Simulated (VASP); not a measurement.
Set up this calculation in VASP 6.6.1, as the native input.

```
Task                   : electric field gradients
Functional             : PBE
Potentials or basis    : VASP PAW PBE potentials, release 64 (C)
Cutoff                 : 520 eV
k mesh                 : 3 × 3 × 3
Occupations            : methfessel-paxton, width 0.01 eV
Spin                   : collinear spin
Dipole correction      : no
Further INCAR settings : LREAL = Auto; ALGO = Normal; EDIFF = 1e-08; NBANDS = 97
```

The structure of C (a cell with a defect) lies in POSCAR:

```
C
1.0
    7.4100000000      0.0000000000      0.0000000000
   -3.7050000000      6.4172482419      0.0000000000
    0.0000000000      0.0000000000      6.7900000000
C
35
Direct
    0.0000000000      0.3333333333      0.0000000000
    0.0000000000      0.6666666667      0.0000000000
    0.3333333333      0.0000000000      0.0000000000
    0.3333333333      0.3333333333      0.0000000000
    0.3333333333      0.6666666667      0.0000000000
    0.6666666667      0.0000000000      0.0000000000
    0.6666666667      0.3333333333      0.0000000000
    0.6666666667      0.6666666667      0.0000000000
    0.0000000000      0.0000000000      0.5000000000
    0.0000000000      0.3333333333      0.5000000000
    0.0000000000      0.6666666667      0.5000000000
    0.3333333333      0.0000000000      0.5000000000
    0.3333333333      0.3333333333      0.5000000000
    0.3333333333      0.6666666667      0.5000000000
    0.6666666667      0.0000000000      0.5000000000
    0.6666666667      0.3333333333      0.5000000000
    0.6666666667      0.6666666667      0.5000000000
    0.1111111111      0.2222222222      0.0050000000
    0.1111111111      0.5555555556      0.0050000000
    0.1111111111      0.8888888889      0.0050000000
    0.4444444444      0.2222222222      0.0050000000
    0.4444444444      0.5555555556      0.0050000000
    0.4444444444      0.8888888889      0.0050000000
    0.7777777778      0.2222222222      0.0050000000
    0.7777777778      0.5555555556      0.0050000000
    0.7777777778      0.8888888889      0.0050000000
    0.2222222222      0.1111111111      0.5050000000
    0.2222222222      0.4444444444      0.5050000000
    0.2222222222      0.7777777778      0.5050000000
    0.5555555556      0.1111111111      0.5050000000
    0.5555555556      0.4444444444      0.5050000000
    0.5555555556      0.7777777778      0.5050000000
    0.8888888889      0.1111111111      0.5050000000
    0.8888888889      0.4444444444      0.5050000000
    0.8888888889      0.7777777778      0.5050000000
```

The input as run:

INCAR

```
SYSTEM = C
  PREC = Accurate
  ENCUT = 520
  EDIFF = 1E-8
  ISMEAR = 1
  SIGMA = 0.01
  LREAL = Auto
  LASPH = .True.
  NELM = 150
  ALGO = Normal
  ISIF = 2
  LWAVE = .False.
  LCHARG = .False.
  ISPIN = 2
  MAGMOM = 0 0 0 0 0 0 0 0 0 0 0 0 0 0 0 0 0 0.5 0 0.5 0 0 0 0 0 0.5 0 0 0 0 0 0 0 0 0
  LORBIT = 11
  GGA = PE
  LEFG = .True.
  NBANDS = 97
  KPAR = 4
```

KPOINTS

```
Automatic mesh
0
Gamma
  3 3 3
  0 0 0
```

Potentials or basis: VASP PAW PBE potentials, release 64 (C).

Launch:

```sh
$ cat potpaw_PBE.64/C/POTCAR > POTCAR
$ mpirun -np 4 vasp_std > vasp.out
```

It gave:

```yaml
Pressure: -2.4 GPa
Largest_force: 2.053 eV/Å
Net_moment: 0.14 μB per cell
Site_moments: C -0.00, +0.03, +0.00 (each value once) μB
Largest_electric_field_gradient_by_atom: C +25.3, +28.9, +33.9, +31.9, +30.2, +31.3, +31.1, +41.6, +21.5, +18.8, +32.0, +31.7 (each value once) V/Å²
Valence_electrons_inside_the_program's_atomic_spheres: C 2.62, 2.64, 2.63, 2.42, 2.65 (each value once)
```

Caveat: without QUAD_EFG the Cq values of the log hold for a quadrupole moment of 1 mb, not for the nuclei.

Run time: 8.8 min on 4 MPI ranks on Intel(R) Xeon(R) Platinum 8375C CPU @ 2.90GHz (Ice Lake), with other jobs on the host, peak memory 0.68 GiB a rank.
